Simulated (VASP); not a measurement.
Ir, 2 atoms in the cell. Symmetry: C2/m, No. 12, monoclinic system. Conventional cell: a = 3.870 Å, b = 3.870 Å, c = 3.870 Å, α = 90.00°, β = 90.00°, γ = 90.00°. Ir (site symmetry m) has 12 Ir at 2.61 to 2.86 Å within 3.4 Å.  This cell differs from its parent crystal: atoms displaced along several vibrational modes.

- Program: VASP 6.6.1
- Task: single point
- Functional: PBE
- Potentials or basis: VASP PAW PBE potentials, release 64 (Ir)
- Cutoff: 520 eV
- k mesh: 16 × 16 × 12
- Occupations: gaussian, width 0.15 eV
- Spin: no spin polarisation
- Dipole correction: no
- Further INCAR settings: ALGO = Fast; EDIFF = 1e-07; NBANDS = 16

Potentials or basis: VASP PAW PBE potentials, release 64 (Ir).

Command:

```bash
$ cat potpaw_PBE.64/Ir/POTCAR > POTCAR
$ mpirun -np 1 vasp_std > vasp.out
```

Hardware: 1 thread of Intel(R) Xeon(R) 6975P-C (Granite Rapids) (shared host).

Question: How long does it take, and how much memory?

Answer: It took 2.9 min on 1 thread of Intel(R) Xeon(R) 6975P-C (Granite Rapids), with other jobs on the host, peak memory 0.41 GiB. Counts: scf iterations 19, k points 826.
